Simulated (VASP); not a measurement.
**BaTiO3: single point with r2SCANh**

BaTiO3:

```
Ba Ti O
1.0
     2.84000    1.63967    2.33135
    -2.84000    1.63967    2.33135
     0.00000   -3.27935    2.33135
Ba Ti O
1 1 3
Direct
  0.99679 0.99679 0.99679
  0.48333 0.48333 0.48333
  0.50983 0.50983 0.01942
  0.01942 0.50983 0.50983
  0.50983 0.01942 0.50983
```

```yaml
Program: VASP 6.6.1
Task: single point
Functional: r2SCANh
Potentials_or_basis: VASP PAW PBE potentials, release 64 (Ba_sv, Ti_sv, O)
Cutoff: 520 eV
k_mesh: 4 × 4 × 4
Occupations: gaussian, width 0.01 eV
Spin: no spin polarisation
```

```json
{
  "Pressure": "0.3 GPa",
  "Largest force": "0.027 eV/Å",
  "Band gap on the k mesh": "3.69 eV, indirect (least direct gap 4.15 eV)"
}
```

Forces in eV/Å, atoms in the order of the input:
```
Ba   0.000  0.000  0.027
Ti   0.000  0.000  0.007
O    0.000 -0.013 -0.012
O    0.011  0.006 -0.012
O   -0.011  0.006 -0.012
```

Levels at points of the mesh, in eV from the valence-band top:
```
           k point  band 17  band 18  band 19  band 20  band 21  band 22  band 23  band 24
(0.00, 0.00, 0.00)    -1.10    -0.57    -0.46    -0.46     3.69     3.69     3.83     5.65
(0.50, 0.00, 0.00)    -1.72    -1.62    -1.03    -0.91     3.86     5.06     5.18     5.61
(0.50, 0.50, 0.00)    -1.73    -0.93    -0.88    -0.09     5.15     5.15     5.53     6.23
(0.50, 0.50, 0.50)    -2.41    -0.02    -0.02     0.00     5.62     5.80     5.80     8.05
```

Wall time 7.3 min on 1 thread of Intel(R) Xeon(R) 6975P-C (Granite Rapids) (shared host), peak memory 0.19 GiB.

Caveat: the PAW data sets were made with another functional, which shifts forces and pressure a little; spin-orbit coupling is left out, which moves the levels of the heavy elements. A k mesh can miss the band edges.
